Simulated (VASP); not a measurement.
Set up this calculation in VASP 6.6.1, as the native input.

- Task: relaxation of cell and atoms
- Functional: r2SCAN
- Potentials or basis: VASP PAW PBE potentials, release 64 (Ru_pv)
- Cutoff: 600 eV
- k mesh: 9 × 9 × 12
- Occupations: fermi-dirac, width 0.1 eV
- Spin: no spin polarisation
- Dipole correction: no
- Further INCAR settings: ALGO = Normal; EDIFF = 1e-07; IBRION = 2; EDIFFG = -0.01; NSW = 80; ISIF = 3

Crystal: Ru.

```
Ru
1.0
     4.24692    0.00000    0.00000
    -2.12346    3.67794    0.00000
     0.00000    0.00000    2.60336
Ru
3
Direct
  0.00000 0.00000 0.00000
  0.33333 0.66667 0.50000
  0.66667 0.33333 0.50000
```

This isn't the form of Ru at room conditions, which is hcp.

The input as run:

POSCAR

```
Ru
1.0
    4.2469224303      0.0000000000      0.0000000000
   -2.1234612151      3.6779427125      0.0000000000
    0.0000000000      0.0000000000      2.6033634498
Ru
3
Direct
    0.0000000000      0.0000000000      0.0000000000
    0.3333333333      0.6666666667      0.5000000000
    0.6666666667      0.3333333333      0.5000000000
```

INCAR.step1

```
PREC = Accurate ; ENCUT = 600
ISMEAR = -1 ; SIGMA = 0.1
LREAL = False ; LASPH = True
NELM = 100 ; GGA = PE
ALGO = Normal ; EDIFF = 1E-4
LWAVE = True ; LCHARG = False
```

INCAR.step2

```
PREC = Accurate ; ENCUT = 600
EDIFF = 1E-7 ; ISMEAR = -1
SIGMA = 0.1 ; LREAL = False
LASPH = True ; NELM = 100
ALGO = Normal ; ISIF = 3
LWAVE = False ; LCHARG = False
METAGGA = R2SCAN ; LMIXTAU = True
IBRION = 2 ; NSW = 80
EDIFFG = -0.01 ; ISTART = 1
```

KPOINTS

```
Automatic mesh
0
Gamma
  9 9 12
```

Potentials or basis: VASP PAW PBE potentials, release 64 (Ru_pv).

Run with:

```console
$ cat potpaw_PBE.64/Ru_pv/POTCAR > POTCAR
$ cp INCAR.step1 INCAR
$ mpirun -np 1 vasp_std > vasp.out
$ cp INCAR.step2 INCAR
$ mpirun -np 1 vasp_std > vasp.out
```

It gave:

* Relaxed volume: 13.89 Å³/atom
* Relaxed cell: a = 4.247 Å, b = 4.247 Å, c = 2.669 Å, α = 90.00°, β = 90.00°, γ = 120.00°
* Space group after relaxing (to 0.1 Å): P6/mmm (No. 191)
* Energy gained by relaxing: 15.6 meV/atom
* Ionic steps: 9
* Pressure after relaxing: 0.0 GPa
* Band gap on the k mesh: zero (bands 21 and 22 overlap by 2.56 eV)

Caveat: the PAW data sets were made with another functional, which shifts forces and pressure a little.

Run time: 17 min on 1 thread of Intel(R) Xeon(R) 6975P-C (Granite Rapids), on a shared host, peak memory 0.25 GiB.
